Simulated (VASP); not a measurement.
Runs of VASP 6.6.1 on AgI. The structure is that of space group F-43m (No. 216), or close to it. The cells are those of the table. 

```tsv
cell	gap on the mesh (eV)	pressure (GPa)
a = 4.622 Å, angles 60.0°, 2 atoms	1.34	1.2
a = 4.747 Å, angles 60.0°, 2 atoms	1.35	(a)
a = 4.716 Å, angles 60.0°, 2 atoms	1.35	-0.5
a = 4.654 Å, angles 60.0°, 2 atoms	1.34	(b)
a = 4.685 Å, angles 60.0°, 2 atoms	1.34	0.0
```

Alike in all rows: task single point; level PBE; potentials or basis VASP PAW PBE potentials, release 64 (Ag, I); no spin polarisation; k mesh 10 × 10 × 10; cutoff (eV) 500; smearing gaussian 0.05 eV.

Q: Estimate the missing entries.

A: (a) -0.9; (b) 0.5.

Caveats: spin-orbit coupling is left out, which moves the levels of the heavy elements.

A k mesh can miss the band edges, and the runs leave out spin-orbit coupling on Ag, I.
